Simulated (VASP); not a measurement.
Input of a VASP 6.6.1 run:

The input POSCAR:

```
MoS2
1.0
    3.0455717369      0.0000000000      0.0000000000
   -1.5227858684      2.6375424932      0.0000000000
    0.0000000000      0.0000000000     11.3818136506
Mo S
2 4
Direct
    0.6666666667      0.3333333333      0.2500000000
    0.3333333333      0.6666666667      0.7500000000
    0.3333333333      0.6666666667      0.3832846500
    0.6666666667      0.3333333333      0.8832846500
    0.3333333333      0.6666666667      0.1167153500
    0.6666666667      0.3333333333      0.6167153500
```

Contents of INCAR.step1:

```
SYSTEM = MoS2
  ALGO = Normal
  EDIFF = 1E-4
  ENCUT = 600
  GGA = PE
  ISMEAR = 0
  LASPH = .TRUE.
  LCHARG = .FALSE.
  LREAL = .FALSE.
  LWAVE = .TRUE.
  NELM = 80
  PREC = Accurate
  SIGMA = 0.02
```

INCAR.step2

```
SYSTEM = MoS2
  ALGO = Normal
  EDIFF = 1E-6
  EDIFFG = -0.008
  ENCUT = 600
  IBRION = 2
  ISIF = 3
  ISMEAR = 0
  ISTART = 1
  LASPH = .TRUE.
  LCHARG = .FALSE.
  LMIXTAU = .TRUE.
  LREAL = .FALSE.
  LWAVE = .FALSE.
  METAGGA = R2SCAN
  NELM = 80
  NSW = 70
  PREC = Accurate
  PSTRESS = 150.0
  SIGMA = 0.02
```

KPOINTS

```
k-points
0
G
  12 12 4
  0 0 0
```

Potentials or basis: VASP PAW PBE potentials, release 64 (Mo_sv, S).

Run with:

```console
$ cat potpaw_PBE.64/Mo_sv/POTCAR potpaw_PBE.64/S/POTCAR > POTCAR
$ cp INCAR.step1 INCAR
$ mpirun -np 1 vasp_std > vasp.out
$ cp INCAR.step2 INCAR
$ mpirun -np 1 vasp_std > vasp.out
```

(1) What does it give for the relaxed cell?

(2) Estimate the band gap on the k mesh.

(3) Estimate the relaxed volume.

(4) What does it give for the space group after relaxing (to 0.1 Å)?

Answers

(1) a = 3.081 Å, b = 3.081 Å, c = 11.317 Å, α = 90.00°, β = 90.00°, γ = 120.00°.

(2) 0.45 eV (least direct gap 1.97 eV).

(3) 15.51 Å³/atom.

(4) P6_3/mmc (No. 194).

Caveat: the cell is relaxed towards a set pressure, so the run minimises the enthalpy, not the energy; the PAW data sets were made with another functional, which shifts forces and pressure a little.
